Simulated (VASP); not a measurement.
Wanted: the native input for a VASP 6.6.1 run.

* Task: single point
* Functional: LDA
* Potentials or basis: VASP PAW LDA potentials, release 64 (Sc_sv)
* Cutoff: 520 eV
* k mesh: 18 × 18 × 18
* Occupations: fermi-dirac, width 0.08 eV
* Spin: no spin polarisation
* Dipole correction: no
* Further INCAR settings: ALGO = Normal; EDIFF = 1e-07; NBANDS = 12

The structure of Sc lies in POSCAR:

```
Sc
1.0
   -1.5052488909      1.5052488909      1.5052488909
    1.5052488909     -1.5052488909      1.5052488909
    1.5052488909      1.5052488909     -1.5052488909
Sc
1
Direct
    0.0000000000      0.0000000000      0.0000000000
```

This isn't the form of Sc at room conditions, which is hcp.

One way to write it, as run:

INCAR

```
ALGO = Normal ; EDIFF = 1E-7
ENCUT = 520 ; GGA = CA
ISIF = 2 ; ISMEAR = -1
LASPH = T ; LCHARG = F
LREAL = F ; LWAVE = F
NBANDS = 12 ; NELM = 80
PREC = Accurate ; SIGMA = 0.08
```

KPOINTS

```
k-points
0
Gamma
  18 18 18
```

Potentials or basis: VASP PAW LDA potentials, release 64 (Sc_sv).

Run with:

```sh
$ cat potpaw_LDA.64/Sc_sv/POTCAR > POTCAR
$ mpirun -np 1 vasp_std > vasp.out
```

Results of the run:

```
Pressure               : 61.8 GPa
Band gap on the k mesh : zero (an odd number of electrons rules out a gap without spin polarisation)
```

Caveat: the cell stands under pressure.

Wall time 28 s on 1 thread of AMD EPYC 7R43 64-Core Processor (Zen 3), with other jobs on the host, peak memory 0.1 GiB.
